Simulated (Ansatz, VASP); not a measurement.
## One calculation of AlRu, two programs

Contents of INCAR:

```
SYSTEM = AlRu
PREC     = Accurate       ! precision mode
ENCUT    = 520            ! plane-wave cutoff, eV
EDIFF    = 1E-7           ! SCF threshold, eV
ISMEAR   = -1             ! smearing method
SIGMA    = 0.05           ! smearing width, eV
LREAL    = .FALSE.        ! projectors in reciprocal space
LASPH    = .TRUE.         ! aspherical terms in the spheres
NELM     = 100            ! most SCF steps
ALGO     = Normal         ! electronic algorithm
ISIF     = 2              ! what is computed and relaxed
LWAVE    = .FALSE.        ! write WAVECAR
LCHARG   = .FALSE.        ! write CHGCAR
GGA      = PS             ! functional
NBANDS   = 16             ! bands
```

KPOINTS

```
regular mesh
0
G
  9 9 9
  0 0 0
```

Contents of POSCAR:

```
AlRu
1.0
    3.0114124979      0.0000000000      0.0000000000
    0.0000000000      3.0114124979      0.0000000000
    0.0000000000      0.0000000000      3.0114124979
Ru Al
1 1
Direct
    0.5000000000      0.5000000000      0.5000000000
    0.0000000000      0.0000000000      0.0000000000
```

Contents of input.yaml:

```yaml
crystal:
  lattice:
    - [3.0114124979, 0.0, 0.0]
    - [0.0, 3.0114124979, 0.0]
    - [0.0, 0.0, 3.0114124979]
  atoms:
    - { symbol: Ru, position: [0.5, 0.5, 0.5] }
    - { symbol: Al, position: [0.0, 0.0, 0.0] }
kpoints:
  mp_grid: { grid: [9, 9, 9] }
scf:
  occupations: { method: fermi_dirac, width: 0.05 }
hamiltonian:
  xc: pbesol
  pseudopotentials: { kind: all_electron, lapw: { basis_error: 0.0005 } }
output:
  forces: true
  stress: true
  eigenvalues: true
```

Change from the starting cell: volume scaled by 1.02.

Alike in both runs: task single point; functional PBEsol; k mesh 9 × 9 × 9; occupations fermi-dirac, width 0.05 eV; no spin polarisation.

```csv
,VASP,Ansatz
version,VASP 6.6.1,Ansatz 0.2.0
potentials or method,"VASP PAW PBE potentials, release 64 (Ru_pv, Al), cutoff 520 eV","all-electron LAPW, scalar-relativistic"
```

```csv
,VASP,Ansatz,Ansatz less VASP
gap on the k mesh at the Fermi level (eV),none,none,-
pressure (GPa),-7.2,-7.2,-0.07
```

VASP's potentials were made for PBE, not for PBEsol. A gap of «none» marks a metal or a gap that the smearing closes. Ansatz ran all-electron here, and VASP with PAW potentials.
